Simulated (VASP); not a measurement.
# N (P6_3/mmc) in VASP: further runs

The runs below take N through single point, with PBEsol.

All numbers are computed with VASP 6.6.1; they aren't measurements. Logs are shortened: lines on timing, memory, paths and dates and some standing lists are left out, and cuts for length are marked.

## (1) The cell of the first run

It takes space group P6_3/mmc (No. 194, hexagonal). Conventional cell: a = 4.097 Å, b = 4.097 Å, c = 6.887 Å, α = 90.00°, β = 90.00°, γ = 120.00°. Within 1.5 Å of N (site symmetry 3m) lie 1 N at 1.09 Å.

## (2) Single point, PBEsol

INCAR reads:

```
  ALGO = Normal
  EDIFF = 1E-6
  ENCUT = 520
  GGA = PS
  ISIF = 2
  ISMEAR = 0
  LASPH = T
  LCHARG = T
  LELF = T
  LREAL = F
  LVHAR = T
  LWAVE = F
  NBANDS = 18
  NELM = 60
  PREC = Accurate
  SIGMA = 0.01
```

KPOINTS reads:

```
k-points
0
Gamma
  5 5 3
```

POSCAR reads:

```
N
1.0
    4.0965882847      0.0000000000      0.0000000000
   -2.0482936508      3.5477488927      0.0000000000
    0.0000000000      0.0000000000      6.8872352251
N
4
Direct
    0.3333333333      0.6666666667      0.3289300000
    0.3333333333      0.6666666667      0.1710700000
    0.6666666667      0.3333333333      0.8289300000
    0.6666666667      0.3333333333      0.6710700000
```

Potentials or basis: VASP PAW PBE potentials, release 64 (N).

Started as:

```
$ cat potpaw_PBE.64/N/POTCAR > POTCAR
$ mpirun -np 1 vasp_std > vasp.out
```

OUTCAR:

```text
EDIFF = 1E-6
   ENCUT = 520
   GGA = PS
   ISIF = 2
   ISMEAR = 0
   LASPH = T
   LREAL = F
   NELM = 60
   PREC = Accurate

 ion  position               nearest neighbor table
   1  0.333  0.667  0.329-   2 1.09
   2  0.333  0.667  0.171-   1 1.09
   3  0.667  0.333  0.829-   4 1.09
   4  0.667  0.333  0.671-   3 1.09

  LATTYP: Found a hexagonal cell.
 ALAT       =     4.0965882847
 C/A-ratio  =     1.6812124496

  Lattice vectors:

 A1 = (   4.0965882847,   0.0000000000,   0.0000000000)
 A2 = (  -2.0482936508,   3.5477488927,   0.0000000000)
 A3 = (   0.0000000000,   0.0000000000,   6.8872352251)

Analysis of symmetry for initial positions (statically):
=====================================================================
 Subroutine PRICEL returns:
 Original cell was already a primitive cell.

 Routine SETGRP: Setting up the symmetry group for a
 hexagonal supercell.

 Subroutine GETGRP returns: Found 24 space group operations
 (whereof 12 operations were pure point group operations)
 out of a pool of 24 trial point group operations.

The static configuration has the point symmetry D_3d.
 The point group associated with its full space group is D_6h.

Analysis of symmetry for dynamics (positions and initial velocities):
=====================================================================
 Subroutine PRICEL returns:
 Original cell was already a primitive cell.

 Routine SETGRP: Setting up the symmetry group for a
 hexagonal supercell.

 Subroutine GETGRP returns: Found 24 space group operations
 (whereof 12 operations were pure point group operations)
 out of a pool of 24 trial point group operations.

The dynamic configuration has the point symmetry D_3d.
 The point group associated with its full space group is D_6h.

 Subroutine INISYM returns: Found 24 space group operations
 (whereof 12 operations are pure point group operations),
 and found     1 'primitive' translations

----------------------------------------------------------------------------------------

                                     Primitive cell

  volume of cell :     100.0968

  direct lattice vectors                    reciprocal lattice vectors
     4.096588285  0.000000000  0.000000000     0.244105566  0.140934405  0.000000000
    -2.048293651  3.547748893  0.000000000     0.000000000  0.281868878  0.000000000
     0.000000000  0.000000000  6.887235225     0.000000000  0.000000000  0.145196144

  length of vectors
     4.096588285  4.096587493  6.887235225     0.281868824  0.281868878  0.145196144

  position of ions in fractional coordinates (direct lattice)
     0.333333333  0.666666667  0.328930000
     0.333333333  0.666666667  0.171070000
     0.666666667  0.333333333  0.828930000
     0.666666667  0.333333333  0.671070000

  ion indices of the primitive-cell ions
   primitive index   ion index
                 1           1
                 2           2
                 3           3
                 4           4

----------------------------------------------------------------------------------------

 KPOINTS: k-points

Automatic generation of k-mesh.
 Grid dimensions read from file:
 generate k-points for:    5    5    3

 Generating k-lattice:

  Cartesian coordinates                     Fractional coordinates (reciprocal lattice)
     0.048821113  0.028186881  0.000000000     0.200000000 -0.000000000  0.000000000
     0.000000000  0.056373776  0.000000000     0.000000000  0.200000000  0.000000000
     0.000000000  0.000000000  0.048398715     0.000000000  0.000000000  0.333333333

  Length of vectors
     0.056373765  0.056373776  0.048398715

  Shift w.r.t. Gamma in fractional coordinates (k-lattice)
     0.000000000  0.000000000  0.000000000

 Subroutine IBZKPT returns following result:
 ===========================================

 Found     10 irreducible k-points:

 Following reciprocal coordinates:
            Coordinates               Weight
  0.000000  0.000000  0.000000      1.000000
  0.200000 -0.000000  0.000000      6.000000
  0.400000 -0.000000  0.000000      6.000000
  0.200000  0.200000  0.000000      6.000000
  0.400000  0.200000  0.000000      6.000000
  0.000000  0.000000  0.333333      2.000000
  0.200000 -0.000000  0.333333     12.000000
  0.400000 -0.000000  0.333333     12.000000
  0.200000  0.200000  0.333333     12.000000
  0.400000  0.200000  0.333333     12.000000
   k-points           NKPTS =     10   k-points in BZ     NKDIM =     10   number of bands    NBANDS=     18
   number of dos      NEDOS =    301   number of ions     NIONS =      4
   total plane-waves  NPLWV =  48600
   dimension x,y,z NGX =    30 NGY =   30 NGZ =   54
   dimension x,y,z NGXF=    60 NGYF=   60 NGZF=  108
   ions per type =               4
   NGX,Y,Z   is equivalent  to a cutoff of  12.17, 12.17, 13.03 a.u.
   NGXF,Y,Z  is equivalent  to a cutoff of  24.35, 24.35, 26.07 a.u.
 SYSTEM =  unknown system
   PREC   = accura    normal or accurate (medium, high low for compatibility)
   ISTART =      0    job   : 0-new  1-cont  2-samecut
   ICHARG =      2    charge: 1-file 2-atom 10-const
   ISPIN  =      1    spin polarized calculation?
   LNONCOLLINEAR =      F non collinear calculations
   LSORBIT =      F    spin-orbit coupling
   LASPH  =      T    aspherical Exc in radial PAW
   ENCUT  =  520.0 eV  38.22 Ry    6.18 a.u.   7.62  7.62 12.81*2*pi/ulx,y,z
   NELM   =     60;   NELMIN=  2; NELMDL= -5     # of ELM steps
   EDIFF  = 0.1E-05   stopping-criterion for ELM
   LREAL  =      F    real-space projection
   EDIFFG = 0.1E-04   stopping-criterion for IOM
   NSW    =      0    number of steps for IOM
   IBRION =     -1    ionic relax: 0-MD 1-quasi-New 2-CG
   NFREE  =      0    steps in history (QN), initial steepest desc. (CG)
   ISIF   =      2    stress and relaxation
   ISYM   =      2    0-nonsym 1-usesym 2-fastsym
   POTIM  = 0.5000    time-step for ionic-motion
   TEBEG  =    0.0;   TEEND  =   0.0 temperature during run
   PSTRESS=    0.0 pullay stress
   NELECT =      20.0000    total number of electrons
   NUPDOWN=      -1.0000    fix difference up-down
   EMIN   =  10.00;   EMAX   =-10.00  energy-range for DOS
   EFERMI =   0.00;   METHOD = LEGACY
   ISMEAR =     0;   SIGMA  =   0.01  broadening in eV -4-tet -1-fermi 0-gaus
   EFERMI_NEDOS =   21; number of points for ismear=-14 and -15
   IALGO  =     38    algorithm
   IMIX   =      4    mixing-type and parameters
     AMIX     =   0.40;   BMIX     =  1.00
     AMIX_MAG =   1.60;   BMIX_MAG =  1.00
  volume/ion in A,a.u.               =      25.02       168.87
  Fermi-wavevector in a.u.,A,eV,Ry     =   0.957072  1.808605 12.462768  0.915988
  Thomas-Fermi vector in A             =   2.086058
   LORBIT       =      0    0 simple, 1 ext, 2 COOP (PROOUT), +10 PAW based schemes
   GGA     = PS    functional components
   LHFCALC =     F    Hartree Fock is set to
   AEXX    =    0.0000 exact exchange contribution
   IVDW    =     0    specifies the selected vdW correction
   LEPSILON=     F    determine dielectric tensor
   LRPA    =     F    only Hartree local field effects (RPA)
 non-spin polarized calculation
 Gauss-broadening in eV      SIGMA  =   0.01
  energy-cutoff  :      520.00
  volume of cell :      100.10
 maximum number of plane-waves:      2714
   NGX = 15   NGY = 15   NGZ = 25

 number of electron      19.9999992 magnetization

 Free energy of the ion-electron system (eV)
  ---------------------------------------------------
  ext. energy  EPLUGINS =         0.00000000
  ---------------------------------------------------
  free energy    TOTEN  =       -34.03048513 eV

  energy without entropy =      -34.03048513  energy(sigma->0) =      -34.03048513

 E-fermi :  -6.4291     XC(G=0):  -5.9820

 val. band max:       -6.5091913030   @ k =   0.0000   0.0000   0.0000
 cond. band min:       0.6100717784   @ k =   0.4000   0.2000   0.0000
 fundamental gap:      7.1192630814
 Fermi energy:        -6.4290569783

 k-point     1 :       0.0000    0.0000    0.0000
  band No.  band energies     occupation
      1     -25.4152      2.00000
      2     -25.3879      2.00000
      3     -10.5927      2.00000
      4      -9.7455      2.00000
      5      -8.5393      2.00000
      6      -8.5393      2.00000
[... 10 lines left out ...]
     17       6.3250      0.00000
     18      10.1450      0.00000

 k-point     2 :       0.2000   -0.0000    0.0000
  band No.  band energies     occupation
      1     -25.4075      2.00000
      2     -25.3847      2.00000
      3     -10.5011      2.00000
      4      -9.7951      2.00000
      5      -8.6564      2.00000
      6      -8.5869      2.00000
[... 10 lines left out ...]
     17       6.9959      0.00000
     18       8.3183      0.00000

 k-point     3 :       0.4000   -0.0000    0.0000
  band No.  band energies     occupation
      1     -25.3930      2.00000
      2     -25.3810      2.00000
      3     -10.2984      2.00000
      4      -9.9288      2.00000
      5      -8.8477      2.00000
      6      -8.7351      2.00000
[... 10 lines left out ...]
     17       6.6733      0.00000
     18       8.0346      0.00000

 k-point     4 :       0.2000    0.2000    0.0000
  band No.  band energies     occupation
      1     -25.3961      2.00000
      2     -25.3813      2.00000
      3     -10.3484      2.00000
      4      -9.8918      2.00000
      5      -8.7751      2.00000
      6      -8.7227      2.00000
[... 81 lines left out ...]
      4     -10.0550      2.00000
      5      -8.7741      2.00000
      6      -8.7077      2.00000
[... 10 lines left out ...]
     17       6.7316      0.00000
     18       7.2646      0.00000

 k-point     9 :       0.2000    0.2000    0.3333
  band No.  band energies     occupation
      1     -25.3925      2.00000
      2     -25.3851      2.00000
      3     -10.2634      2.00000
      4     -10.0442      2.00000
      5      -8.7088      2.00000
      6      -8.6850      2.00000
[... 10 lines left out ...]
     17       7.2638      0.00000
     18       7.7777      0.00000

 k-point    10 :       0.4000    0.2000    0.3333
  band No.  band energies     occupation
      1     -25.3856      2.00000
      2     -25.3829      2.00000
      3     -10.1671      2.00000
      4     -10.0852      2.00000
      5      -8.7737      2.00000
      6      -8.7014      2.00000
[... 10 lines left out ...]
     17       6.4376      0.00000
     18       6.8649      0.00000

------------------------ aborting loop because EDIFF is reached ----------------------------------------

  FORCE on cell =-STRESS in cart. coord.  units (eV):
  Direction    XX          YY          ZZ          XY          YZ          ZX
  --------------------------------------------------------------------------------------
  -------------------------------------------------------------------------------------
  Total        0.0269613      0.0269613      8.9207986      0.0000000     -0.0000000      0.0000000
  in kB        0.4315508      0.4315506    142.7888219      0.0000001     -0.0000000      0.0000000
  external PRESSURE =      47.8839744 kB  Pullay stress =       0.0000000 kB

 VOLUME and BASIS-vectors are now :
 -----------------------------------------------------------------------------
  energy-cutoff  :      520.00
  volume of cell :      100.10
      direct lattice vectors                 reciprocal lattice vectors
     4.096588285  0.000000000  0.000000000     0.244105566  0.140934405  0.000000000
    -2.048293651  3.547748893  0.000000000     0.000000000  0.281868878  0.000000000
     0.000000000  0.000000000  6.887235225     0.000000000  0.000000000  0.145196144

 POSITION                                       TOTAL-FORCE (eV/Angst)
 -----------------------------------------------------------------------------------
      0.00000      2.36517      2.26542         0.000000      0.000000      4.104395
      0.00000      2.36517      1.17820        -0.000000      0.000000     -4.104395
      2.04829      1.18258      5.70904         0.000000     -0.000000      4.104395
      2.04829      1.18258      4.62182         0.000000     -0.000000     -4.104395
 -----------------------------------------------------------------------------------
    total drift:                               -0.000000      0.000000      0.000000

  FREE ENERGIE OF THE ION-ELECTRON SYSTEM (eV)
  ---------------------------------------------------
  free  energy   TOTEN  =       -34.0304851304 eV

  energy  without entropy=      -34.0304851304  energy(sigma->0) =      -34.03048513
```

It took 23 s on 1 thread of AMD EPYC 7R43 (Zen 3), shared host; peak memory 0.15 GiB.

Results:

* Free energy: -34.0305 eV
* Pressure: 4.8 GPa
* Largest force: 4.104 eV/Å
* Band gap on the k mesh: 7.12 eV, indirect (least direct gap 7.42 eV)

Forces in eV/Å, atoms in the order of the input:
```
N    0.000  0.000  4.104
N    0.000  0.000 -4.104
N    0.000  0.000  4.104
N    0.000  0.000 -4.104
```

Stress tensor (GPa, compression positive):
```
 0.04  0.00  0.00
 0.00  0.04  0.00
 0.00  0.00 14.28
```

Levels at points of the mesh, in eV from the valence-band top:
| k point | band 6 | band 7 | band 8 | band 9 | band 10 | band 11 | band 12 | band 13 | band 14 | band 15 |
| --- | --- | --- | --- | --- | --- | --- | --- | --- | --- | --- |
| (0.00, 0.00, 0.00) | -2.03 | -1.92 | -1.92 | -1.23 | 0.00 | 7.89 | 7.89 | 8.40 | 8.40 | 10.15 |

Caveat: the standard files for N, O and F lose accuracy on very short bonds; the PAW data sets were made with another functional, which shifts forces and pressure a little.

[end of part 1 of 2]
